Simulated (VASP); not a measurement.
# Be (P6_3/mmc) in VASP: single point with HSE06

Aim: the single point of Be with HSE06.

Everything below comes from runs of VASP 6.6.1. Logs are shortened: lines on timing, memory, paths and dates and some standing lists are left out, and cuts for length are marked.

### Step 1. The cell of the first run

The structure is hexagonal, space group P6_3/mmc (No. 194). The conventional cell has a = 2.266 Å, b = 2.266 Å, c = 3.559 Å, α = 90.00°, β = 90.00°, γ = 120.00°. Within 2.9 Å of Be (site symmetry -6m2) lie 12 Be at 2.21 to 2.27 Å.

### Step 2. Single point, HSE06

File POSCAR:

```
Be
1.0
    2.2656737716      0.0000000000      0.0000000000
   -1.1328368858      1.9621310429      0.0000000000
    0.0000000000      0.0000000000      3.5587036811
Be
2
Direct
    0.3333333333      0.6666666667      0.2500000000
    0.6666666667      0.3333333333      0.7500000000
```

File INCAR.step1:

```
SYSTEM = Be
PREC = Accurate
ENCUT = 520
EDIFF = 1E-5
ISMEAR = -1
SIGMA = 0.1
LREAL = .FALSE.
LASPH = .TRUE.
NELM = 80
ALGO = Normal
ISIF = 2
LWAVE = .TRUE.
GGA = PE
NBANDS = 9
```

File INCAR.step2:

```
SYSTEM = Be
PREC = Accurate
ENCUT = 520
EDIFF = 1E-6
ISMEAR = -1
SIGMA = 0.1
LREAL = .FALSE.
LASPH = .TRUE.
NELM = 80
ALGO = Normal
ISIF = 2
LWAVE = .FALSE.
LCHARG = .TRUE.
GGA = PE
LHFCALC = .TRUE.
HFSCREEN = 0.2079
PRECFOCK = Normal
LELF = .TRUE.
LVHAR = .TRUE.
ISTART = 1
NBANDS = 9
```

File KPOINTS:

```
Automatic mesh
0
G
  8 8 5
  0 0 0
```

Potentials or basis: VASP PAW PBE potentials, release 64 (Be).

Run with:

```
> cat potpaw_PBE.64/Be/POTCAR > POTCAR
> cp INCAR.step1 INCAR
> mpirun -np 1 vasp_std > vasp.out
> cp INCAR.step2 INCAR
> mpirun -np 1 vasp_std > vasp.out
```

OUTCAR:

```text
SYSTEM = Be
   PREC = Accurate
   ENCUT = 520
   EDIFF = 1E-6
   ISMEAR = -1
   LREAL = .FALSE.
   LASPH = .TRUE.
   NELM = 80
   ISIF = 2
   GGA = PE
   LHFCALC = .TRUE.
   HFSCREEN = 0.2079
   PRECFOCK = Normal
   ISTART = 1

 ion  position               nearest neighbor table
   1  0.333  0.667  0.250-   2 2.21   2 2.21   2 2.21   2 2.21   2 2.21   2 2.21
   2  0.667  0.333  0.750-   1 2.21   1 2.21   1 2.21   1 2.21   1 2.21   1 2.21

  LATTYP: Found a hexagonal cell.
 ALAT       =     2.2656737716
 C/A-ratio  =     1.5707043643

  Lattice vectors:

 A1 = (   2.2656737716,   0.0000000000,   0.0000000000)
 A2 = (  -1.1328368858,   1.9621310429,   0.0000000000)
 A3 = (   0.0000000000,   0.0000000000,   3.5587036811)

Analysis of symmetry for initial positions (statically):
=====================================================================
 Subroutine PRICEL returns:
 Original cell was already a primitive cell.

 Routine SETGRP: Setting up the symmetry group for a
 hexagonal supercell.

 Subroutine GETGRP returns: Found 24 space group operations
 (whereof 12 operations were pure point group operations)
 out of a pool of 24 trial point group operations.

The static configuration has the point symmetry D_3d.
 The point group associated with its full space group is D_6h.

Analysis of symmetry for dynamics (positions and initial velocities):
=====================================================================
 Subroutine PRICEL returns:
 Original cell was already a primitive cell.

 Routine SETGRP: Setting up the symmetry group for a
 hexagonal supercell.

 Subroutine GETGRP returns: Found 24 space group operations
 (whereof 12 operations were pure point group operations)
 out of a pool of 24 trial point group operations.

The dynamic configuration has the point symmetry D_3d.
 The point group associated with its full space group is D_6h.

 Subroutine INISYM returns: Found 24 space group operations
 (whereof 12 operations are pure point group operations),
 and found     1 'primitive' translations

----------------------------------------------------------------------------------------

                                     Primitive cell

  volume of cell :      15.8204

  direct lattice vectors                    reciprocal lattice vectors
     2.265673772  0.000000000  0.000000000     0.441369809  0.254824978  0.000000000
    -1.132836886  1.962131043  0.000000000     0.000000000  0.509649956  0.000000000
     0.000000000  0.000000000  3.558703681     0.000000000  0.000000000  0.281001199

  length of vectors
     2.265673772  2.265673772  3.558703681     0.509649956  0.509649956  0.281001199

  position of ions in fractional coordinates (direct lattice)
     0.333333333  0.666666667  0.250000000
     0.666666667  0.333333333  0.750000000

  ion indices of the primitive-cell ions
   primitive index   ion index
                 1           1
                 2           2

----------------------------------------------------------------------------------------

 KPOINTS: Automatic mesh

Automatic generation of k-mesh.
 Grid dimensions read from file:
 generate k-points for:    8    8    5

 Generating k-lattice:

  Cartesian coordinates                     Fractional coordinates (reciprocal lattice)
     0.055171226  0.031853122  0.000000000     0.125000000  0.000000000  0.000000000
     0.000000000  0.063706245  0.000000000     0.000000000  0.125000000  0.000000000
     0.000000000  0.000000000  0.056200240     0.000000000  0.000000000  0.200000000

  Length of vectors
     0.063706245  0.063706245  0.056200240

  Shift w.r.t. Gamma in fractional coordinates (k-lattice)
     0.000000000  0.000000000  0.000000000

 Subroutine IBZKPT returns following result:
 ===========================================

 Found     30 irreducible k-points:

 Following reciprocal coordinates:
            Coordinates               Weight
  0.000000  0.000000  0.000000      1.000000
  0.125000  0.000000  0.000000      6.000000
  0.250000  0.000000  0.000000      6.000000
  0.375000  0.000000  0.000000      6.000000
  0.500000  0.000000  0.000000      3.000000
  0.125000  0.125000  0.000000      6.000000
[... 16 lines left out ...]
  0.250000  0.000000  0.400000     12.000000
  0.375000  0.000000  0.400000     12.000000
 [... further k-points ...]
   k-points           NKPTS =     30   k-points in BZ     NKDIM =    320   number of bands    NBANDS=      9
   number of dos      NEDOS =    301   number of ions     NIONS =      2
   total plane-waves  NPLWV =   9072
   dimension x,y,z NGX =    18 NGY =   18 NGZ =   28
   dimension x,y,z NGXF=    36 NGYF=   36 NGZF=   56
   ions per type =               2
   NGX,Y,Z   is equivalent  to a cutoff of  13.21, 13.21, 13.08 a.u.
   NGXF,Y,Z  is equivalent  to a cutoff of  26.42, 26.42, 26.16 a.u.
 SYSTEM =  Be
   PREC   = accura    normal or accurate (medium, high low for compatibility)
   ISTART =      1    job   : 0-new  1-cont  2-samecut
   ICHARG =      0    charge: 1-file 2-atom 10-const
   ISPIN  =      1    spin polarized calculation?
   LNONCOLLINEAR =      F non collinear calculations
   LSORBIT =      F    spin-orbit coupling
   LASPH  =      T    aspherical Exc in radial PAW
   ENCUT  =  520.0 eV  38.22 Ry    6.18 a.u.   4.21  4.21  6.62*2*pi/ulx,y,z
   NELM   =     80;   NELMIN=  2; NELMDL=  0     # of ELM steps
   EDIFF  = 0.1E-05   stopping-criterion for ELM
   LREAL  =      F    real-space projection
   EDIFFG = 0.1E-04   stopping-criterion for IOM
   NSW    =      0    number of steps for IOM
   IBRION =     -1    ionic relax: 0-MD 1-quasi-New 2-CG
   NFREE  =      0    steps in history (QN), initial steepest desc. (CG)
   ISIF   =      2    stress and relaxation
   ISYM   =      3    0-nonsym 1-usesym 2-fastsym
   POTIM  = 0.5000    time-step for ionic-motion
   TEBEG  =    0.0;   TEEND  =   0.0 temperature during run
   PSTRESS=    0.0 pullay stress
   NELECT =       4.0000    total number of electrons
   NUPDOWN=      -1.0000    fix difference up-down
   EMIN   =  10.00;   EMAX   =-10.00  energy-range for DOS
   EFERMI =   0.00;   METHOD = LEGACY
   ISMEAR =    -1;   SIGMA  =   0.10  broadening in eV -4-tet -1-fermi 0-gaus
   EFERMI_NEDOS =   21; number of points for ismear=-14 and -15
   IALGO  =     38    algorithm
   IMIX   =      1    mixing-type and parameters
     AMIX     =   0.40;   BMIX     =  1.00
     AMIX_MAG =   1.60;   BMIX_MAG =  1.00
  volume/ion in A,a.u.               =       7.91        53.38
  Fermi-wavevector in a.u.,A,eV,Ry     =   1.035196  1.956236 14.580411  1.071630
  Thomas-Fermi vector in A             =   2.169527
   LORBIT       =      0    0 simple, 1 ext, 2 COOP (PROOUT), +10 PAW based schemes
   GGA     = PE    functional components
   LHFCALC =     T    Hartree Fock is set to
   PRECFOCK=normal    Normal, Fast or Accurate (Low or Medium for compatibility)
   ENCUT4O =  -1.0   cutoff for four orbital integrals eV
   NKREDX  =     1    reduce k-point grid by
   NKREDY  =     1    reduce k-point grid by
   NKREDZ  =     1    reduce k-point grid by
   AEXX    =    0.2500 exact exchange contribution
   HFSCREEN=    0.2079 screening length (either q_TF or 0.3 A-1)
   HFSCREENC=   0.2079 screening length for correlation (either q_TF or 0.3 A-1)
   ENCUTFOCK=  -1.0 apply spherical cutoff to Coloumb kernel
   IVDW    =     0    specifies the selected vdW correction
   LEPSILON=     F    determine dielectric tensor
   LRPA    =     F    only Hartree local field effects (RPA)
 non-spin polarized calculation
  energy-cutoff  :      520.00
  volume of cell :       15.82
 maximum number of plane-waves:       439
 NGX is ok and might be reduce to    18
  NGX = 14; NGY = 14; NGZ = 20

 number of electron       4.0000000 magnetization

 Free energy of the ion-electron system (eV)
  ---------------------------------------------------
  ext. energy  EPLUGINS =         0.00000000
  ---------------------------------------------------
  free energy    TOTEN  =        -7.59661750 eV

  energy without entropy =       -7.58677409  energy(sigma->0) =       -7.59169579

 E-fermi :   7.7727     XC(G=0):  -8.7176

 val. band max:        6.6044745893   @ k =   0.2500   0.1250   0.0000
 cond. band min:       7.8923780182   @ k =   0.3750   0.2500   0.4000
 fundamental gap:      1.2879034288
 Fermi energy:         7.7727418619

 k-point     1 :       0.0000    0.0000    0.0000
  band No.  band energies     occupation
      1      -5.9931      2.00000
      2       1.9185      2.00000
      3       8.4587      0.00210
      4      24.2857      0.00000
      5      24.2857      0.00000
      6      27.2021      0.00000
      7      27.2021      0.00000
      8      29.4860      0.00000
      9      35.3191      0.00000

 k-point     2 :       0.1250    0.0000    0.0000
  band No.  band energies     occupation
      1      -5.4851      2.00000
      2       2.5900      2.00000
      3       8.5837      0.00060
      4      21.0236      0.00000
      5      22.2155      0.00000
      6      27.1310      0.00000
      7      27.8727      0.00000
      8      28.4320      0.00000
      9      31.1440      0.00000

 k-point     3 :       0.2500    0.0000    0.0000
  band No.  band energies     occupation
      1      -3.9550      2.00000
      2       4.6090      2.00000
      3       8.6119      0.00045
      4      15.9396      0.00000
      5      19.6616      0.00000
      6      24.1378      0.00000
      7      24.7563      0.00000
      8      26.9603      0.00000
      9      28.0120      0.00000
[... 229 lines left out ...]
 k-point    23 :       0.2500    0.0000    0.4000
  band No.  band energies     occupation
      1      -2.3624      2.00000
      2      -0.3620      2.00000
      3      15.2880      0.00000
      4      17.2590      0.00000
      5      20.0423      0.00000
      6      21.3570      0.00000
      7      23.2607      0.00000
      8      23.3410      0.00000
      9      29.7210      0.00000

 k-point    24 :       0.3750    0.0000    0.4000
  band No.  band energies     occupation
      1       0.1097      2.00000
      2       1.9749      2.00000
      3      10.8349      0.00000
      4      12.6678      0.00000
      5      19.7446      0.00000
      6      20.4636      0.00000
      7      21.8173      0.00000
      8      24.1228      0.00000
      9      27.8585      0.00000

 [... further k-points ...]

------------------------ aborting loop because EDIFF is reached ----------------------------------------

  FORCE on cell =-STRESS in cart. coord.  units (eV):
  Direction    XX          YY          ZZ          XY          YZ          ZX
  --------------------------------------------------------------------------------------
  -------------------------------------------------------------------------------------
  Total       -0.1730969     -0.1730969      0.1841538      0.0000000      0.0000000      0.0000000
  in kB      -17.5300328    -17.5300328     18.6497933      0.0000000      0.0000000      0.0000000
  external PRESSURE =      -5.4700908 kB  Pullay stress =       0.0000000 kB

 VOLUME and BASIS-vectors are now :
 -----------------------------------------------------------------------------
  energy-cutoff  :      520.00
  volume of cell :       15.82
      direct lattice vectors                 reciprocal lattice vectors
     2.265673772  0.000000000  0.000000000     0.441369809  0.254824978  0.000000000
    -1.132836886  1.962131043  0.000000000     0.000000000  0.509649956  0.000000000
     0.000000000  0.000000000  3.558703681     0.000000000  0.000000000  0.281001199

 POSITION                                       TOTAL-FORCE (eV/Angst)
 -----------------------------------------------------------------------------------
     -0.00000      1.30809      0.88968         0.000000      0.000000      0.000000
      1.13284      0.65404      2.66903        -0.000000     -0.000000     -0.000000
 -----------------------------------------------------------------------------------
    total drift:                               -0.000000      0.000000      0.000000

  FREE ENERGIE OF THE ION-ELECTRON SYSTEM (eV)
  ---------------------------------------------------
  free  energy   TOTEN  =        -7.5966175006 eV

  energy  without entropy=       -7.5867740890  energy(sigma->0) =       -7.59169579
```

Wall time 8 min (1 thread of AMD EPYC 7R43 (Zen 3), shared host); peak memory 0.19 GiB.

What came out:

```yaml
Free_energy: -7.5966 eV
Pressure: -0.5 GPa
Band_gap_on_the_k_mesh: zero (bands 2 and 3 overlap by 0.02 eV)
```

Levels at points of the mesh, in eV from the Fermi level:
```csv
k point,band 1,band 2,band 3,band 4,band 5,band 6
"(0.00, 0.00, 0.00)",-13.77,-5.85,0.69,16.51,16.51,19.43
"(0.50, 0.00, 0.00)",-6.46,-4.45,3.43,6.35,6.85,9.65
```

Caveat: the k points lie up to 0.40 Å⁻¹ apart; the PAW data sets were made with another functional, which shifts forces and pressure a little.

The gap in the log of VASP goes by the Fermi energy; the results here count the filled bands.